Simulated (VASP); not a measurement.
Runs of VASP 6.6.1 on Sb2As. The structure is that of space group Fm-3m (No. 225), or close to it. The cells are those of the table. 

```csv
task,cell,k mesh,cutoff (eV),gap on the mesh (eV),pressure (GPa),relaxed volume (Å³/atom)
single point,"a = 4.732 Å, angles 60.0°, 3 atoms",6 × 6 × 6,520,none,(b),-
relaxation of cell and atoms,"relaxed from a = 4.945 Å, angles 60.0°, 3 atoms",12 × 12 × 12,600,none,0.0,28.32
single point,"a = 4.936 Å, angles 60.0°, 3 atoms",12 × 12 × 12,520,none,-0.1,-
single point,"a = 4.945 Å, angles 60.0°, 3 atoms",4 × 4 × 4,520,none,(a),-
relaxation of cell and atoms,"relaxed from a = 4.732 Å, angles 60.0°, 3 atoms",4 × 4 × 4,600,none,0.0,28.39
```

Alike in all rows: level PBE; potentials or basis VASP PAW PBE potentials, release 64 (Sb, As); no spin polarisation; smearing gaussian 0.1 eV.

Q: Fill in the values left out.

A: (a) -0.2; (b) 9.2.

Caveats: some runs use coarse meshes; spin-orbit coupling is left out, which moves the levels of the heavy elements; an odd number of electrons without spin polarisation forces a metal; a magnetic or distorted state may lie lower; the cell stands under pressure (at least some runs).

A k mesh can miss the band edges, and the runs leave out spin-orbit coupling on As, Sb.

A gap of «none» marks levels without a gap at the run's occupations.
